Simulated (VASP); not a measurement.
# SiO2 (P6_322) in VASP: a series of runs

Runs on SiO2. Level: PBE. Tasks: relaxation of cell and atoms, relaxation of shape and atoms at fixed volume.

All numbers are computed with VASP 6.6.1; they aren't measurements. Logs are shortened: lines on timing, memory, paths and dates and some standing lists are left out, and cuts for length are marked.

## (1) The cell of the first run

It takes space group P6_322 (No. 182, hexagonal). The conventional cell has a = 4.468 Å, b = 4.468 Å, c = 8.234 Å, α = 90.00°, β = 90.00°, γ = 120.00°. Within 2.0 Å of Si (site symmetry 3) lie 4 O at 1.54 to 1.56 Å. Within 2.1 Å of O (site symmetry 2) lie 2 Si at 1.56 Å. Within 2.0 Å of O (site symmetry 32) lie 2 Si at 1.54 Å.

## (2) Relaxation of cell and atoms, PBE, target pressure 30 GPa, at which the enthalpy is minimised

INCAR

```
  PREC = Accurate
  ENCUT = 600
  EDIFF = 1E-6
  ISMEAR = 0
  SIGMA = 0.02
  LREAL = False
  LASPH = True
  NELM = 100
  ALGO = Normal
  ISIF = 3
  LWAVE = False
  LCHARG = False
  GGA = PE
  IBRION = 2
  NSW = 70
  EDIFFG = -0.008
  PSTRESS = 300.0
```

KPOINTS

```
Automatic mesh
0
Gamma
  6 6 4
```

POSCAR

```
SiO2
1.0
    4.4684780803      0.0000000000      0.0000000000
   -2.2342390402      3.8698155338      0.0000000000
    0.0000000000      0.0000000000      8.2338420181
Si O
4 8
Direct
    0.6666666667      0.3333333333      0.9365742585
    0.6666666667      0.3333333333      0.5634257415
    0.3333333333      0.6666666667      0.0634257415
    0.3333333333      0.6666666667      0.4365742585
    0.0000000000      0.3402457933      0.0000000000
    0.3402457933      0.3402457933      0.5000000000
    0.6597542067      0.0000000000      0.5000000000
    0.6597542067      0.6597542067      0.0000000000
    0.0000000000      0.6597542067      0.5000000000
    0.6666666667      0.3333333333      0.7500000000
    0.3333333333      0.6666666667      0.2500000000
    0.3402457933      0.0000000000      0.0000000000
```

Potentials or basis: VASP PAW PBE potentials, release 64 (Si, O).

On the command line:

```bash
> cat potpaw_PBE.64/Si/POTCAR potpaw_PBE.64/O/POTCAR > POTCAR
> mpirun -np 1 vasp_std > vasp.out
```

OUTCAR:

```text
PREC = Accurate
   ENCUT = 600
   EDIFF = 1E-6
   ISMEAR = 0
   LREAL = False
   LASPH = True
   NELM = 100
   ISIF = 3
   GGA = PE
   IBRION = 2
   NSW = 70
   EDIFFG = -0.008
   PSTRESS = 300.0

 ion  position               nearest neighbor table
   1  0.667  0.333  0.937-  10 1.54   5 1.56  12 1.56   8 1.56   3 2.78   3 2.78   3 2.78   2 3.07

   2  0.667  0.333  0.563-  10 1.54   7 1.56   9 1.56   6 1.56   4 2.78   4 2.78   4 2.78   1 3.07

   3  0.333  0.667  0.063-  11 1.54  12 1.56   5 1.56   8 1.56   1 2.78   1 2.78   1 2.78   4 3.07

   4  0.333  0.667  0.437-  11 1.54   9 1.56   7 1.56   6 1.56   2 2.78   2 2.78   2 2.78   3 3.07

   5  0.000  0.340  0.000-   1 1.56   3 1.56
   6  0.340  0.340  0.500-   2 1.56   4 1.56
   7  0.660  0.000  0.500-   2 1.56   4 1.56
   8  0.660  0.660  0.000-   3 1.56   1 1.56
   9  0.000  0.660  0.500-   4 1.56   2 1.56
  10  0.667  0.333  0.750-   1 1.54   2 1.54
  11  0.333  0.667  0.250-   3 1.54   4 1.54
  12  0.340  0.000  0.000-   3 1.56   1 1.56

  LATTYP: Found a hexagonal cell.
 ALAT       =     4.4684780803
 C/A-ratio  =     1.8426501977

  Lattice vectors:

 A1 = (   4.4684780803,   0.0000000000,   0.0000000000)
 A2 = (  -2.2342390402,   3.8698155338,   0.0000000000)
 A3 = (   0.0000000000,   0.0000000000,   8.2338420181)

Analysis of symmetry for initial positions (statically):
=====================================================================
 Subroutine PRICEL returns:
 Original cell was already a primitive cell.

 Routine SETGRP: Setting up the symmetry group for a
 hexagonal supercell.

 Subroutine GETGRP returns: Found 12 space group operations
 (whereof  6 operations were pure point group operations)
 out of a pool of 24 trial point group operations.

The static configuration has the point symmetry D_3 .
 The point group associated with its full space group is D_6 .

Analysis of symmetry for dynamics (positions and initial velocities):
=====================================================================
 Subroutine PRICEL returns:
 Original cell was already a primitive cell.

 Routine SETGRP: Setting up the symmetry group for a
 hexagonal supercell.

 Subroutine GETGRP returns: Found 12 space group operations
 (whereof  6 operations were pure point group operations)
 out of a pool of 24 trial point group operations.

The dynamic configuration has the point symmetry D_3 .
 The point group associated with its full space group is D_6 .

 Subroutine INISYM returns: Found 12 space group operations
 (whereof  6 operations are pure point group operations),
 and found     1 'primitive' translations

----------------------------------------------------------------------------------------

                                     Primitive cell

  volume of cell :     142.3811

  direct lattice vectors                    reciprocal lattice vectors
     4.468478080  0.000000000  0.000000000     0.223789841  0.129205125  0.000000000
    -2.234239040  3.869815534  0.000000000     0.000000000  0.258410250  0.000000000
     0.000000000  0.000000000  8.233842018     0.000000000  0.000000000  0.121449986

  length of vectors
     4.468478080  4.468478080  8.233842018     0.258410250  0.258410250  0.121449986

  position of ions in fractional coordinates (direct lattice)
     0.666666667  0.333333333  0.936574259
     0.666666667  0.333333333  0.563425741
     0.333333333  0.666666667  0.063425741
     0.333333333  0.666666667  0.436574259
     0.000000000  0.340245793  0.000000000
     0.340245793  0.340245793  0.500000000
     0.659754207  0.000000000  0.500000000
     0.659754207  0.659754207  0.000000000
     0.000000000  0.659754207  0.500000000
     0.666666667  0.333333333  0.750000000
     0.333333333  0.666666667  0.250000000
     0.340245793  0.000000000  0.000000000

  ion indices of the primitive-cell ions
   primitive index   ion index
                 1           1
                 2           2
                 3           3
                 4           4
                 5           5
                 6           6
                 7           7
                 8           8
                 9           9
                10          10
                11          11
                12          12

----------------------------------------------------------------------------------------

 KPOINTS: Automatic mesh

Automatic generation of k-mesh.
 Grid dimensions read from file:
 generate k-points for:    6    6    4

 Generating k-lattice:

  Cartesian coordinates                     Fractional coordinates (reciprocal lattice)
     0.037298307  0.021534188  0.000000000     0.166666667 -0.000000000  0.000000000
     0.000000000  0.043068375  0.000000000     0.000000000  0.166666667  0.000000000
     0.000000000  0.000000000  0.030362497     0.000000000  0.000000000  0.250000000

  Length of vectors
     0.043068375  0.043068375  0.030362497

  Shift w.r.t. Gamma in fractional coordinates (k-lattice)
     0.000000000  0.000000000  0.000000000

 Subroutine IBZKPT returns following result:
 ===========================================

 Found     21 irreducible k-points:

 Following reciprocal coordinates:
            Coordinates               Weight
  0.000000  0.000000  0.000000      1.000000
  0.166667 -0.000000  0.000000      6.000000
  0.333333  0.000000  0.000000      6.000000
  0.500000 -0.000000  0.000000      3.000000
  0.166667  0.166667  0.000000      6.000000
  0.333333  0.166667  0.000000     12.000000
[... 13 lines left out ...]
  0.333333  0.166667  0.500000     12.000000
  0.333333  0.333333  0.500000      2.000000
   k-points           NKPTS =     21   k-points in BZ     NKDIM =     21   number of bands    NBANDS=     39
   number of dos      NEDOS =    301   number of ions     NIONS =     12
   total plane-waves  NPLWV =  90720
   dimension x,y,z NGX =    36 NGY =   36 NGZ =   70
   dimension x,y,z NGXF=    72 NGYF=   72 NGZF=  140
   ions per type =               4   8
   NGX,Y,Z   is equivalent  to a cutoff of  13.39, 13.39, 14.13 a.u.
   NGXF,Y,Z  is equivalent  to a cutoff of  26.79, 26.79, 28.27 a.u.
 SYSTEM =  unknown system
   PREC   = accura    normal or accurate (medium, high low for compatibility)
   ISTART =      0    job   : 0-new  1-cont  2-samecut
   ICHARG =      2    charge: 1-file 2-atom 10-const
   ISPIN  =      1    spin polarized calculation?
   LNONCOLLINEAR =      F non collinear calculations
   LSORBIT =      F    spin-orbit coupling
   LASPH  =      T    aspherical Exc in radial PAW
   ENCUT  =  600.0 eV  44.10 Ry    6.64 a.u.   8.92  8.92 16.45*2*pi/ulx,y,z
   NELM   =    100;   NELMIN=  2; NELMDL= -5     # of ELM steps
   EDIFF  = 0.1E-05   stopping-criterion for ELM
   LREAL  =      F    real-space projection
   EDIFFG = -.8E-02   stopping-criterion for IOM
   NSW    =     70    number of steps for IOM
   IBRION =      2    ionic relax: 0-MD 1-quasi-New 2-CG
   NFREE  =      1    steps in history (QN), initial steepest desc. (CG)
   ISIF   =      3    stress and relaxation
   ISYM   =      2    0-nonsym 1-usesym 2-fastsym
   POTIM  = 0.5000    time-step for ionic-motion
   TEBEG  =    0.0;   TEEND  =   0.0 temperature during run
   PSTRESS=  300.0 pullay stress
   NELECT =      64.0000    total number of electrons
   NUPDOWN=      -1.0000    fix difference up-down
   EMIN   =  10.00;   EMAX   =-10.00  energy-range for DOS
   EFERMI =   0.00;   METHOD = LEGACY
   ISMEAR =     0;   SIGMA  =   0.02  broadening in eV -4-tet -1-fermi 0-gaus
   EFERMI_NEDOS =   21; number of points for ismear=-14 and -15
   IALGO  =     38    algorithm
   IMIX   =      4    mixing-type and parameters
     AMIX     =   0.40;   BMIX     =  1.00
     AMIX_MAG =   1.60;   BMIX_MAG =  1.00
  volume/ion in A,a.u.               =      11.87        80.07
  Fermi-wavevector in a.u.,A,eV,Ry     =   1.254057  2.369824 21.397331  1.572659
  Thomas-Fermi vector in A             =   2.387880
   LORBIT       =      0    0 simple, 1 ext, 2 COOP (PROOUT), +10 PAW based schemes
   GGA     = PE    functional components
   LHFCALC =     F    Hartree Fock is set to
   AEXX    =    0.0000 exact exchange contribution
   IVDW    =     0    specifies the selected vdW correction
   LEPSILON=     F    determine dielectric tensor
   LRPA    =     F    only Hartree local field effects (RPA)
 conjugate gradient relaxation of ions
 non-spin polarized calculation
 Gauss-broadening in eV      SIGMA  =   0.02
  energy-cutoff  :      600.00
  volume of cell :      142.38
 maximum number of plane-waves:      4785
 NGX is ok and might be reduce to    36
   NGX = 17   NGY = 17   NGZ = 33

--------------------------------------- Ionic step        1  -------------------------------------------

 number of electron      64.0000015 magnetization

 Free energy of the ion-electron system (eV)
  ---------------------------------------------------
  ext. energy  EPLUGINS =         0.00000000
  ---------------------------------------------------
  free energy    TOTEN  =       -91.60929659 eV

  energy without entropy =      -91.60929659  energy(sigma->0) =      -91.60929659

------------------------ aborting loop because EDIFF is reached ----------------------------------------

  FORCE on cell =-STRESS in cart. coord.  units (eV):
  Direction    XX          YY          ZZ          XY          YZ          ZX
  --------------------------------------------------------------------------------------
  -------------------------------------------------------------------------------------
  Total       31.7214699     31.7214699     32.4084837     -0.0000000      0.0000000      0.0000000
  in kB      356.9533486    356.9533486    364.6841336     -0.0000000      0.0000000      0.0000000
  external PRESSURE =      59.5302769 kB  Pullay stress =     300.0000000 kB
[... 123 lines left out ...]
  FREE ENERGIE OF THE ION-ELECTRON SYSTEM (eV)
  ---------------------------------------------------
  free  energy   TOTEN  =       -92.4051265165 eV

  energy  without entropy=      -92.4051265165  energy(sigma->0) =      -92.40512652

  enthalpy is  TOTEN    =       -65.1209319813 eV   P V=       27.2841945353

[... ionic steps 4 to 12 ...]

--------------------------------------- Ionic step       13  -------------------------------------------

 number of electron      64.0000019 magnetization

------------------------ aborting loop because EDIFF is reached ----------------------------------------

  FORCE on cell =-STRESS in cart. coord.  units (eV):
  Direction    XX          YY          ZZ          XY          YZ          ZX
  --------------------------------------------------------------------------------------
  -------------------------------------------------------------------------------------
  Total       26.2062085     26.2062085     26.0942744     -0.0000000      0.0000000      0.0000000
  in kB      299.3893352    299.3893352    298.1105588     -0.0000000      0.0000000      0.0000000
  external PRESSURE =      -1.0369236 kB  Pullay stress =     300.0000000 kB
[... 81 lines left out ...]
  enthalpy is  TOTEN    =       -65.2912438115 eV   P V=       26.2560036684

--------------------------------------- Ionic step       15  -------------------------------------------

 number of electron      64.0000019 magnetization

 Free energy of the ion-electron system (eV)
  ---------------------------------------------------
  ext. energy  EPLUGINS =         0.00000000
  ---------------------------------------------------
  free energy    TOTEN  =       -91.54218611 eV

  energy without entropy =      -91.54218611  energy(sigma->0) =      -91.54218611

 E-fermi :   2.1637     XC(G=0):  -9.3881

 val. band max:        2.0373849179   @ k =   0.0000   0.0000   0.2500
 cond. band min:       7.8959363913   @ k =   0.0000   0.0000   0.0000
 fundamental gap:      5.8585514734
 Fermi energy:         2.1636556625

 k-point     1 :       0.0000    0.0000    0.0000
  band No.  band energies     occupation
      1     -18.4134      2.00000
      2     -18.0044      2.00000
      3     -16.5778      2.00000
      4     -15.8843      2.00000
      5     -15.6304      2.00000
      6     -15.6304      2.00000
[... 910 lines left out ...]
  FREE ENERGIE OF THE ION-ELECTRON SYSTEM (eV)
  ---------------------------------------------------
  free  energy   TOTEN  =       -91.5421861133 eV

  energy  without entropy=      -91.5421861133  energy(sigma->0) =      -91.54218611

  enthalpy is  TOTEN    =       -65.2912734287 eV   P V=       26.2509126846

 reached required accuracy - stopping structural energy minimisation
```

It took 7.6 min on 1 thread of Intel Xeon 6975P-C (Granite Rapids), shared host; peak memory 0.35 GiB.

What came out:

| Property | Result |
| --- | --- |
| Free energy | -91.5422 eV |
| Relaxed volume | 11.68 Å³/atom |
| Relaxed cell | a = 4.425 Å, b = 4.425 Å, c = 8.269 Å, α = 90.00°, β = 90.00°, γ = 120.00° |
| Space group after relaxing (to 0.05 Å) | P6_322 (No. 182) |
| Energy change on relaxing (the enthalpy is what falls) | +5.6 meV/atom |
| Ionic steps | 15 |
| Pressure after relaxing | 30.0 GPa |
| Largest force after relaxing | 0.008 eV/Å |
| Band gap on the k mesh | 5.86 eV, indirect (least direct gap 6.03 eV) |

Forces in eV/Å, atoms in the order of the input:
```
Si   0.000  0.000 -0.005
Si   0.000  0.000  0.005
Si   0.000  0.000  0.005
Si   0.000  0.000 -0.005
O    0.004 -0.007  0.000
O   -0.004 -0.007  0.000
O    0.008  0.000  0.000
O    0.004  0.007  0.000
O   -0.004  0.007  0.000
O    0.000  0.000  0.000
O    0.000  0.000  0.000
O   -0.008  0.000  0.000
```

The path:
```
step  energy change (eV)  largest force (eV/Å)  pressure (GPa)  volume (Å³)
   1              0.0000                1.4442           35.95       142.38
   2             -1.4160                1.0575           11.94       151.66
   3             -0.7958                0.4684           26.15       145.71
   4             -0.3386                0.4535           27.69       142.55
   5             -0.0992                0.7440           28.44       141.20
   6              0.8663                2.2110           34.54       136.90
   7              0.0880                0.0728           29.85       140.09
   8              0.0921                0.0586           29.88       140.07
   9              0.1050                0.0466           30.30       140.00
  10              0.1058                0.0457           30.32       139.99
  11              0.0700                0.0197           30.02       140.18
  12              0.0677                0.0243           30.01       140.19
  13              0.0584                0.0324           29.90       140.24
  14              0.0620                0.0099           29.95       140.22
  15              0.0671                0.0079           29.97       140.20
```

Final structure:
```
CELL_PARAMETERS angstrom
4.42459 0.00000 0.00000
-2.21230 3.83181 0.00000
0.00000 0.00000 8.26908
ATOMIC_POSITIONS crystal
Si 0.66667 0.33333 0.93752
Si 0.66667 0.33333 0.56248
Si 0.33333 0.66667 0.06248
Si 0.33333 0.66667 0.43752
O 0.00000 0.32176 0.00000
O 0.32176 0.32176 0.50000
O 0.67824 0.00000 0.50000
O 0.67824 0.67824 0.00000
O 0.00000 0.67824 0.50000
O 0.66667 0.33333 0.75000
O 0.33333 0.66667 0.25000
O 0.32176 0.00000 0.00000
```

Caveat: the cell is relaxed towards a set pressure, so the enthalpy falls and the energy may rise. A k mesh can miss the band edges.

[end of part 1 of 2]
